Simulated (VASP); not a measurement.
# AgPdO2 (Pmmm) in VASP: notebook

AgPdO2 is run at these levels: LDA; tasks: single point.

All numbers are computed with VASP 6.6.1; they aren't measurements. Logs are shortened: lines on timing, memory, paths and dates and some standing lists are left out, and cuts for length are marked.

### 1 The cell of the first run

The structure is orthorhombic, space group Pmmm (No. 47). Conventional cell: a = 2.893 Å, b = 3.174 Å, c = 5.359 Å, α = 90.00°, β = 90.00°, γ = 90.00°. Ag (site symmetry mmm) has 4 O at 2.09 Å and 2 Ag at 2.89 Å within 2.9 Å. Within 2.6 Å of Pd (site symmetry mmm) lie 4 O at 1.96 Å. Within 2.9 Å of O (site symmetry mm2) lie 2 Pd at 1.96 Å and 2 Ag at 2.09 Å and 4 O at 2.65 to 2.89 Å.

### 2 Single point, LDA

INCAR

```
SYSTEM = AgPdO2
PREC = Accurate
ENCUT = 520
EDIFF = 1E-6
ISMEAR = -1
SIGMA = 0.1
LREAL = .FALSE.
LASPH = .TRUE.
NELM = 80
ALGO = Normal
ISIF = 2
LWAVE = .FALSE.
LCHARG = .FALSE.
GGA = CA
NBANDS = 24
```

KPOINTS

```
regular mesh
0
G
  9 8 5
  0 0 0
```

POSCAR

```
AgPdO2
1.0
    2.8927636856      0.0000000000      0.0000000000
    0.0000000000      3.1744156359      0.0000000000
    0.0000000000      0.0000000000      5.3594169883
Ag Pd O
1 1 2
Direct
    0.5000000000      0.5000000000      0.5000000000
    0.0000000000      0.0000000000      0.0000000000
    0.5000000000      0.0000000000      0.2467736388
    0.5000000000      0.0000000000      0.7532263612
```

Potentials or basis: VASP PAW LDA potentials, release 64 (Ag, Pd, O).

The run is started by

```sh
$ cat potpaw_LDA.64/Ag/POTCAR potpaw_LDA.64/Pd/POTCAR potpaw_LDA.64/O/POTCAR > POTCAR
$ mpirun -np 1 vasp_std > vasp.out
```

OUTCAR:

```text
SYSTEM = AgPdO2
   PREC = Accurate
   ENCUT = 520
   EDIFF = 1E-6
   ISMEAR = -1
   LREAL = .FALSE.
   LASPH = .TRUE.
   NELM = 80
   ISIF = 2
   GGA = CA

 ion  position               nearest neighbor table
   1  0.500  0.500  0.500-   3 2.09   4 2.09   3 2.09   4 2.09   2 3.43   2 3.43   2 3.43   2 3.43
                             2 3.43   2 3.43   2 3.43   2 3.43
   2  0.000  0.000  0.000-   3 1.96   4 1.96   3 1.96   4 1.96   1 3.43   1 3.43   1 3.43   1 3.43
                             1 3.43   1 3.43   1 3.43   1 3.43
   3  0.500  0.000  0.247-   2 1.96   2 1.96   1 2.09   1 2.09
   4  0.500  0.000  0.753-   2 1.96   2 1.96   1 2.09   1 2.09

  LATTYP: Found a simple orthorhombic cell.
 ALAT       =     2.8927636856
 B/A-ratio  =     1.0973643135
 C/A-ratio  =     1.8526978249

  Lattice vectors:

 A1 = (   2.8927636856,   0.0000000000,   0.0000000000)
 A2 = (   0.0000000000,   3.1744156359,   0.0000000000)
 A3 = (   0.0000000000,   0.0000000000,   5.3594169883)

Analysis of symmetry for initial positions (statically):
=====================================================================
 Subroutine PRICEL returns:
 Original cell was already a primitive cell.

 Routine SETGRP: Setting up the symmetry group for a
 simple orthorhombic supercell.

 Subroutine GETGRP returns: Found  8 space group operations
 (whereof  8 operations were pure point group operations)
 out of a pool of  8 trial point group operations.

The static configuration has the point symmetry D_2h.

Analysis of symmetry for dynamics (positions and initial velocities):
=====================================================================
 Subroutine PRICEL returns:
 Original cell was already a primitive cell.

 Routine SETGRP: Setting up the symmetry group for a
 simple orthorhombic supercell.

 Subroutine GETGRP returns: Found  8 space group operations
 (whereof  8 operations were pure point group operations)
 out of a pool of  8 trial point group operations.

The dynamic configuration has the point symmetry D_2h.

 Subroutine INISYM returns: Found  8 space group operations
 (whereof  8 operations are pure point group operations),
 and found     1 'primitive' translations

----------------------------------------------------------------------------------------

                                     Primitive cell

  volume of cell :      49.2146

  direct lattice vectors                    reciprocal lattice vectors
     2.892763686  0.000000000  0.000000000     0.345690180  0.000000000  0.000000000
     0.000000000  3.174415636  0.000000000     0.000000000  0.315018610  0.000000000
     0.000000000  0.000000000  5.359416988     0.000000000  0.000000000  0.186587459

  length of vectors
     2.892763686  3.174415636  5.359416988     0.345690180  0.315018610  0.186587459

  position of ions in fractional coordinates (direct lattice)
     0.500000000  0.500000000  0.500000000
     0.000000000  0.000000000  0.000000000
     0.500000000  0.000000000  0.246773639
     0.500000000  0.000000000  0.753226361

  ion indices of the primitive-cell ions
   primitive index   ion index
                 1           1
                 2           2
                 3           3
                 4           4

----------------------------------------------------------------------------------------

 KPOINTS: regular mesh

Automatic generation of k-mesh.
 Grid dimensions read from file:
 generate k-points for:    9    8    5

 Generating k-lattice:

  Cartesian coordinates                     Fractional coordinates (reciprocal lattice)
     0.038410020  0.000000000  0.000000000     0.111111111  0.000000000  0.000000000
     0.000000000  0.039377326  0.000000000     0.000000000  0.125000000  0.000000000
     0.000000000  0.000000000  0.037317492     0.000000000  0.000000000  0.200000000

  Length of vectors
     0.038410020  0.039377326  0.037317492

  Shift w.r.t. Gamma in fractional coordinates (k-lattice)
     0.000000000  0.000000000  0.000000000

 Subroutine IBZKPT returns following result:
 ===========================================

 Found     75 irreducible k-points:

 Following reciprocal coordinates:
            Coordinates               Weight
  0.000000  0.000000  0.000000      1.000000
  0.111111  0.000000  0.000000      2.000000
  0.222222  0.000000  0.000000      2.000000
  0.333333  0.000000  0.000000      2.000000
  0.444444  0.000000  0.000000      2.000000
  0.000000  0.125000  0.000000      2.000000
[... 16 lines left out ...]
  0.222222  0.500000  0.000000      2.000000
  0.333333  0.500000  0.000000      2.000000
 [... further k-points ...]
   k-points           NKPTS =     75   k-points in BZ     NKDIM =     75   number of bands    NBANDS=     24
   number of dos      NEDOS =    301   number of ions     NIONS =      4
   total plane-waves  NPLWV =  23040
   dimension x,y,z NGX =    24 NGY =   24 NGZ =   40
   dimension x,y,z NGXF=    48 NGYF=   48 NGZF=   80
   ions per type =               1   1   2
   NGX,Y,Z   is equivalent  to a cutoff of  13.79, 12.57, 12.41 a.u.
   NGXF,Y,Z  is equivalent  to a cutoff of  27.59, 25.14, 24.82 a.u.
 SYSTEM =  AgPdO2
   PREC   = accura    normal or accurate (medium, high low for compatibility)
   ISTART =      0    job   : 0-new  1-cont  2-samecut
   ICHARG =      2    charge: 1-file 2-atom 10-const
   ISPIN  =      1    spin polarized calculation?
   LNONCOLLINEAR =      F non collinear calculations
   LSORBIT =      F    spin-orbit coupling
   LASPH  =      T    aspherical Exc in radial PAW
   ENCUT  =  520.0 eV  38.22 Ry    6.18 a.u.   5.38  5.90  9.96*2*pi/ulx,y,z
   NELM   =     80;   NELMIN=  2; NELMDL= -5     # of ELM steps
   EDIFF  = 0.1E-05   stopping-criterion for ELM
   LREAL  =      F    real-space projection
   EDIFFG = 0.1E-04   stopping-criterion for IOM
   NSW    =      0    number of steps for IOM
   IBRION =     -1    ionic relax: 0-MD 1-quasi-New 2-CG
   NFREE  =      0    steps in history (QN), initial steepest desc. (CG)
   ISIF   =      2    stress and relaxation
   ISYM   =      2    0-nonsym 1-usesym 2-fastsym
   POTIM  = 0.5000    time-step for ionic-motion
   TEBEG  =    0.0;   TEEND  =   0.0 temperature during run
   PSTRESS=    0.0 pullay stress
   NELECT =      33.0000    total number of electrons
   NUPDOWN=      -1.0000    fix difference up-down
   EMIN   =  10.00;   EMAX   =-10.00  energy-range for DOS
   EFERMI =   0.00;   METHOD = LEGACY
   ISMEAR =    -1;   SIGMA  =   0.10  broadening in eV -4-tet -1-fermi 0-gaus
   EFERMI_NEDOS =   21; number of points for ismear=-14 and -15
   IALGO  =     38    algorithm
   IMIX   =      4    mixing-type and parameters
     AMIX     =   0.40;   BMIX     =  1.00
     AMIX_MAG =   1.60;   BMIX_MAG =  1.00
  volume/ion in A,a.u.               =      12.30        83.03
  Fermi-wavevector in a.u.,A,eV,Ry     =   1.432896  2.707781 27.935364  2.053191
  Thomas-Fermi vector in A             =   2.552474
   LORBIT       =      0    0 simple, 1 ext, 2 COOP (PROOUT), +10 PAW based schemes
   GGA     = CA    functional components
   LHFCALC =     F    Hartree Fock is set to
   AEXX    =    0.0000 exact exchange contribution
   IVDW    =     0    specifies the selected vdW correction
   LEPSILON=     F    determine dielectric tensor
   LRPA    =     F    only Hartree local field effects (RPA)
 non-spin polarized calculation
  energy-cutoff  :      520.00
  volume of cell :       49.21
 maximum number of plane-waves:      1348
 NGX is ok and might be reduce to    24
   NGX = 11   NGY = 11   NGZ = 19

 number of electron      32.9999990 magnetization

 Free energy of the ion-electron system (eV)
  ---------------------------------------------------
  ext. energy  EPLUGINS =         0.00000000
  ---------------------------------------------------
  free energy    TOTEN  =       -23.01821508 eV

  energy without entropy =      -22.96576994  energy(sigma->0) =      -22.99199251

 E-fermi :   6.9210     XC(G=0): -12.3128

 val. band max:        6.9199906979   @ k =   0.0000   0.3750   0.0000
 cond. band min:       6.9699188319   @ k =   0.1111   0.2500   0.2000
 fundamental gap:      0.0499281340
 Fermi energy:         6.9209649023

 k-point     1 :       0.0000    0.0000    0.0000
  band No.  band energies     occupation
      1     -13.0975      2.00000
      2     -11.7543      2.00000
      3      -2.2270      2.00000
      4      -0.3091      2.00000
      5      -0.2902      2.00000
      6       1.3269      2.00000
[... 16 lines left out ...]
     23      20.8108      0.00000
     24      21.4815      0.00000

 k-point     2 :       0.1111    0.0000    0.0000
  band No.  band energies     occupation
      1     -13.0048      2.00000
      2     -11.7955      2.00000
      3      -2.0571      2.00000
      4      -0.3233      2.00000
      5      -0.2391      2.00000
      6       1.3443      2.00000
[... 16 lines left out ...]
     23      20.4376      0.00000
     24      21.5528      0.00000

 k-point     3 :       0.2222    0.0000    0.0000
  band No.  band energies     occupation
      1     -12.7620      2.00000
      2     -11.8998      2.00000
      3      -1.6117      2.00000
      4      -0.2801      2.00000
      5      -0.1050      2.00000
      6       0.7939      2.00000
[... 16 lines left out ...]
     23      20.2022      0.00000
     24      21.3251      0.00000

 k-point     4 :       0.3333    0.0000    0.0000
  band No.  band energies     occupation
      1     -12.4694      2.00000
      2     -12.0181      2.00000
      3      -1.0805      2.00000
      4      -0.0931      2.00000
      5      -0.0609      2.00000
      6       0.0559      2.00000
[... 16 lines left out ...]
     23      19.0637      0.00000
     24      20.4021      0.00000

 k-point     5 :       0.4444    0.0000    0.0000
  band No.  band energies     occupation
      1     -12.2675      2.00000
      2     -12.0952      2.00000
      3      -0.7304      2.00000
      4      -0.6442      2.00000
      5       0.1666      2.00000
      6       0.3087      2.00000
[... 16 lines left out ...]
     23      18.4892      0.00000
     24      18.6688      0.00000

 k-point     6 :       0.0000    0.1250    0.0000
  band No.  band energies     occupation
      1     -13.0379      2.00000
      2     -11.7708      2.00000
      3      -2.0917      2.00000
      4      -0.2765      2.00000
      5      -0.2570      2.00000
      6       1.3654      2.00000
[... 16 lines left out ...]
     23      20.2545      0.00000
     24      21.4411      0.00000
[... 379 lines left out ...]
 k-point    21 :       0.0000    0.5000    0.0000
  band No.  band energies     occupation
      1     -12.6693      2.00000
      2     -11.8674      2.00000
      3      -1.1658      2.00000
      4      -0.4624      2.00000
      5      -0.0741      2.00000
      6       0.5217      2.00000
[... 16 lines left out ...]
     23      18.9237      0.00000
     24      18.9813      0.00000

 k-point    22 :       0.1111    0.5000    0.0000
  band No.  band energies     occupation
      1     -12.5776      2.00000
      2     -11.9065      2.00000
      3      -0.9604      2.00000
      4      -0.4780      2.00000
      5      -0.2299      2.00000
      6       0.6307      2.00000
[... 16 lines left out ...]
     23      18.9729      0.00000
     24      19.4084      0.00000

 k-point    23 :       0.2222    0.5000    0.0000
  band No.  band energies     occupation
      1     -12.3373      2.00000
      2     -12.0066      2.00000
      3      -0.5287      2.00000
      4      -0.3986      2.00000
      5      -0.3893      2.00000
      6       0.5432      2.00000
[... 16 lines left out ...]
     23      18.9143      0.00000
     24      19.6682      0.00000

 k-point    24 :       0.3333    0.5000    0.0000
  band No.  band energies     occupation
      1     -12.1205      2.00000
      2     -12.0478      2.00000
      3      -0.6024      2.00000
      4      -0.4251      2.00000
      5      -0.3604      2.00000
      6       0.4245      2.00000
[... 16 lines left out ...]
     23      18.2682      0.00000
     24      18.7849      0.00000

 [... further k-points ...]

------------------------ aborting loop because EDIFF is reached ----------------------------------------

  FORCE on cell =-STRESS in cart. coord.  units (eV):
  Direction    XX          YY          ZZ          XY          YZ          ZX
  --------------------------------------------------------------------------------------
  -------------------------------------------------------------------------------------
  Total        2.6154277      2.4414930      2.6136792      0.0000000      0.0000000      0.0000000
  in kB       85.1449714     79.4825464     85.0880505      0.0000000      0.0000000      0.0000000
  external PRESSURE =      83.2385228 kB  Pullay stress =       0.0000000 kB

 VOLUME and BASIS-vectors are now :
 -----------------------------------------------------------------------------
  energy-cutoff  :      520.00
  volume of cell :       49.21
      direct lattice vectors                 reciprocal lattice vectors
     2.892763686  0.000000000  0.000000000     0.345690180  0.000000000  0.000000000
     0.000000000  3.174415636  0.000000000     0.000000000  0.315018610  0.000000000
     0.000000000  0.000000000  5.359416988     0.000000000  0.000000000  0.186587459

 POSITION                                       TOTAL-FORCE (eV/Angst)
 -----------------------------------------------------------------------------------
      1.44638      1.58721      2.67971         0.000000      0.000000      0.000000
      0.00000      0.00000      0.00000         0.000000      0.000000      0.000000
      1.44638      0.00000      1.32256         0.000000      0.000000      0.041079
      1.44638      0.00000      4.03685         0.000000      0.000000     -0.041079
 -----------------------------------------------------------------------------------
    total drift:                                0.000000      0.000000     -0.000000

  FREE ENERGIE OF THE ION-ELECTRON SYSTEM (eV)
  ---------------------------------------------------
  free  energy   TOTEN  =       -23.0182150772 eV

  energy  without entropy=      -22.9657699428  energy(sigma->0) =      -22.99199251
```

It took 24 s on 1 thread of Intel Xeon 6975P-C (Granite Rapids), shared host; peak memory 0.21 GiB.

What came out:

- Free energy: -23.0182 eV
- Pressure: 8.3 GPa
- Largest force: 0.041 eV/Å
- Band gap on the k mesh: zero (an odd number of electrons rules out a gap without spin polarisation)

Forces in eV/Å, atoms in the order of the input:
```
Ag   0.000  0.000  0.000
Pd   0.000  0.000  0.000
O    0.000  0.000  0.041
O    0.000  0.000 -0.041
```

Stress tensor (GPa, compression positive):
```
8.51 0.00 0.00
0.00 7.95 0.00
0.00 0.00 8.51
```

Levels at points of the mesh, in eV from the Fermi level:
```csv
k point,band 12,band 13,band 14,band 15,band 16,band 17,band 18,band 19,band 20,band 21
"(0.00, 0.00, 0.00)",-3.55,-3.45,-2.58,-1.95,-1.67,1.05,1.60,2.30,5.05,7.99
"(0.00, 0.50, 0.00)",-2.70,-2.40,-2.22,-1.06,-0.51,-0.25,2.11,4.01,5.18,5.90
```

Caveat: the cell stands under pressure; an odd number of electrons without spin polarisation forces a metal; a magnetic or distorted state may lie lower.

[end of part 1 of 2]

The gap in the log of VASP goes by the Fermi energy; the results here count the filled bands.